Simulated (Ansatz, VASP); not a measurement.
Two plane-wave programs on Si3N4

POSCAR

```
Si3N4
1.0
    7.6015000000      0.0000000000      0.0000000000
   -3.8007500000      6.5830921069      0.0000000000
    0.0000000000      0.0000000000      2.9061000000
Si N
6 8
Direct
    0.7679661629      0.1740793965      0.2500000000
    0.5938867664      0.7679661629      0.7500000000
    0.8259206035      0.5938867664      0.2500000000
    0.2320338371      0.8259206035      0.7500000000
    0.4061132336      0.2320338371      0.2500000000
    0.1740793965      0.4061132336      0.7500000000
    0.0299499689      0.3298831158      0.2500000000
    0.7000668531      0.0299499689      0.7500000000
    0.6701168842      0.7000668531      0.2500000000
    0.9700500311      0.6701168842      0.7500000000
    0.2999331469      0.9700500311      0.2500000000
    0.3298831158      0.2999331469      0.7500000000
    0.6666666667      0.3333333333      0.2500000000
    0.3333333333      0.6666666667      0.7500000000
```

The input INCAR.step1:

```
PREC     = Accurate       # precision mode
ENCUT    = 520            # plane-wave cutoff, eV
ISMEAR   = -1             # smearing method
SIGMA    = 0.02           # smearing width, eV
LREAL    = False          # projectors in reciprocal space
LASPH    = True           # aspherical terms in the spheres
NELM     = 80             # most SCF steps
NBANDS   = 45             # bands
GGA      = PE             # functional
ALGO     = Normal         # electronic algorithm
EDIFF    = 1E-4           # SCF threshold, eV
LWAVE    = True           # write WAVECAR
LCHARG   = False          # write CHGCAR
```

INCAR.step2

```
PREC     = Accurate       # precision mode
ENCUT    = 520            # plane-wave cutoff, eV
EDIFF    = 1E-8           # SCF threshold, eV
ISMEAR   = -1             # smearing method
SIGMA    = 0.02           # smearing width, eV
LREAL    = False          # projectors in reciprocal space
LASPH    = True           # aspherical terms in the spheres
NELM     = 80             # most SCF steps
ALGO     = Normal         # electronic algorithm
ISIF     = 2              # what is computed and relaxed
LWAVE    = False          # write WAVECAR
LCHARG   = False          # write CHGCAR
METAGGA  = R2SCAN         # meta-GGA
LMIXTAU  = True         
LEFG     = True         
NBANDS   = 45             # bands
ISTART   = 1
```

The input KPOINTS:

```
Automatic mesh
0
Gamma
  4 4 10
```

Input for Ansatz:

```yaml
crystal:
  lattice:
    - [7.6015, 0.0, 0.0]
    - [-3.80075, 6.5830921069, 0.0]
    - [0.0, 0.0, 2.9061]
  atoms:
    - { symbol: Si, position: [0.7679661629, 0.1740793965, 0.25] }
    - { symbol: Si, position: [0.5938867664, 0.7679661629, 0.75] }
    - { symbol: Si, position: [0.8259206035, 0.5938867664, 0.25] }
    - { symbol: Si, position: [0.2320338371, 0.8259206035, 0.75] }
    - { symbol: Si, position: [0.4061132336, 0.2320338371, 0.25] }
    - { symbol: Si, position: [0.1740793965, 0.4061132336, 0.75] }
    - { symbol: "N", position: [0.0299499689, 0.3298831158, 0.25] }
    - { symbol: "N", position: [0.7000668531, 0.0299499689, 0.75] }
    - { symbol: "N", position: [0.6701168842, 0.7000668531, 0.25] }
    - { symbol: "N", position: [0.9700500311, 0.6701168842, 0.75] }
    - { symbol: "N", position: [0.2999331469, 0.9700500311, 0.25] }
    - { symbol: "N", position: [0.3298831158, 0.2999331469, 0.75] }
    - { symbol: "N", position: [0.6666666667, 0.3333333333, 0.25] }
    - { symbol: "N", position: [0.3333333333, 0.6666666667, 0.75] }
kpoints:
  mp_grid: { grid: [4, 4, 10] }
scf:
  occupations: { method: fermi_dirac, width: 0.02 }
hamiltonian:
  xc: r2scan
  pseudopotentials: { kind: paw, frozen_core: stored }
output:
  forces: true
  stress: true
  populations: true
  efg: { quadrupole_moments_barn: { "N": 0.02044 } }
```

Alike in both runs: task electric field gradients; functional r2SCAN; k mesh 4 × 4 × 10; occupations fermi-dirac, width 0.02 eV; no spin polarisation.

|  | VASP | Ansatz |
| --- | --- | --- |
| version | VASP 6.6.1 | Ansatz 0.2.0 |
| potentials or method | VASP PAW PBE potentials, release 64 (Si, N) | plane-wave PAW, scalar-relativistic |
| plane-wave cutoff (eV) | 520 | 500 |
| valence electrons in the cell | 64 | 64 |

```csv
,VASP,Ansatz,Ansatz less VASP
gap on the k mesh at the Fermi level (eV),4.99,4.99,+0.001
pressure (GPa),-0.1,-0.3,-0.22
"traceless stress, the component that is largest in VASP (GPa)",-0.28,-0.28,+0.009
rms of the force components (eV/Å),0.019,0.020,+0.0012
size of Vzz on the site where it differs most (V/Å²),46.3,51.8,+5.48
```

VASP's potentials were made for PBE, not for r2SCAN. Atom by atom the forces differ by 0.001 eV/Å (rms over components). The functional is the same, so the differences come from potentials, cutoffs and numerics.
